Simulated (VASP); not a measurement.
Runs of VASP 6.6.1 on LiCl. It takes space group Fm-3m (No. 225, cubic). Conventional cell: a = 5.130 Å, b = 5.130 Å, c = 5.130 Å, α = 90.00°, β = 90.00°, γ = 90.00°. Cl (site symmetry m-3m) has 6 Li at 2.56 Å within 3.4 Å. Within 3.4 Å of Li (site symmetry m-3m) lie 6 Cl at 2.56 Å. 

```csv
level,share of exact exchange,screening parameter,gap on the mesh (eV)
PBE-based screened hybrid with 15 % exact exchange,0.15,0.20787 1/Å,(a)
PBE0,0.25,-,(b)
HSE06,0.25,0.2079 1/Å,7.73
PBE-based screened hybrid with 35 % exact exchange,0.35,0.20787 1/Å,8.30
PBE-based screened hybrid with 50 % exact exchange,0.5,0.20787 1/Å,9.15
PBE-based screened hybrid with 25 % exact exchange,0.25,0.20787 1/Å,7.73
PBE-based screened hybrid with 10 % exact exchange,0.1,0.20787 1/Å,6.89
```

Alike in all rows: task single point; potentials or basis VASP PAW PBE potentials, release 64 (Cl, Li_sv); no spin polarisation; cell as given; k mesh 5 × 5 × 5; cutoff (eV) 520; smearing fermi-dirac 0.05 eV.

Question: Estimate the missing entries.

Answer: (a) 7.17; (b) 8.47.

Caveats: all runs use coarse meshes.

